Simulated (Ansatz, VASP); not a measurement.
Given: the input of a run of Ansatz 0.2.0 on ZrB2.

input.yaml

```yaml
crystal:
  lattice:
    - [3.17, 0.0, 0.0]
    - [-1.585, 2.74530053, 0.0]
    - [0.0, 0.0, 3.533]
  atoms:
    - { symbol: Zr, position: [0.0, 0.0, 0.0] }
    - { symbol: B, position: [0.6666666667, 0.3333333333, 0.5] }
    - { symbol: B, position: [0.3333333333, 0.6666666667, 0.5] }
hamiltonian:
  xc: pbe
  pseudopotentials: { kind: paw }
kpoints:
  mp_grid: { grid: [10, 10, 8] }
scf:
  occupations: { method: gaussian, width: 0.026 }
output:
  forces: true
  stress: true
  eigenvalues: true
```

Potentials or basis: Ansatz PAW.

Run with:

```bash
$ ansatz run input.yaml --threads 2 --pin off --max-ram 5632MiB --backend cpu --events-out ev --progress --plain --runs-dir out
```

Task: Translate it to VASP 6.6.1. Potentials there: VASP PAW PBE potentials, release 64 (Zr_sv, B).

Result: As run (the cutoff follows the program's own potentials):

INCAR

```
PREC     = Accurate       # precision mode
ENCUT    = 520            # plane-wave cutoff, eV
EDIFF    = 1E-7           # SCF threshold, eV
ISMEAR   = 0              # smearing method
SIGMA    = 0.026000000000000002 # smearing width, eV
LREAL    = False          # projectors in reciprocal space
LASPH    = True           # aspherical terms in the spheres
NELM     = 60             # most SCF steps
ALGO     = Normal         # electronic algorithm
ISIF     = 2              # what is computed and relaxed
LWAVE    = False          # write WAVECAR
LCHARG   = False          # write CHGCAR
GGA      = PE             # functional
NBANDS   = 16             # bands
```

File KPOINTS:

```
regular mesh
0
Gamma
  10 10 8
```

The input POSCAR:

```
ZrB2
1.0
    3.1700000000      0.0000000000      0.0000000000
   -1.5850000000      2.7453005300      0.0000000000
    0.0000000000      0.0000000000      3.5330000000
Zr B
1 2
Direct
    0.0000000000      0.0000000000      0.0000000000
    0.6666666667      0.3333333333      0.5000000000
    0.3333333333      0.6666666667      0.5000000000
```

Potentials or basis: VASP PAW PBE potentials, release 64 (Zr_sv, B).

The run is started by

```bash
$ cat potpaw_PBE.64/Zr_sv/POTCAR potpaw_PBE.64/B/POTCAR > POTCAR
$ mpirun -np 1 vasp_std > vasp.out
```

Both were run:

|  | VASP | Ansatz | Ansatz less VASP |
| --- | --- | --- | --- |
| gap on the k mesh at the Fermi level (eV) | none | none | - |
| pressure (GPa) | 0.9 | 0.8 | -0.14 |
| traceless stress, the component that is largest in VASP (GPa) | 0.84 | 0.79 | -0.041 |

A gap of «none» marks a metal or a gap that the smearing closes.
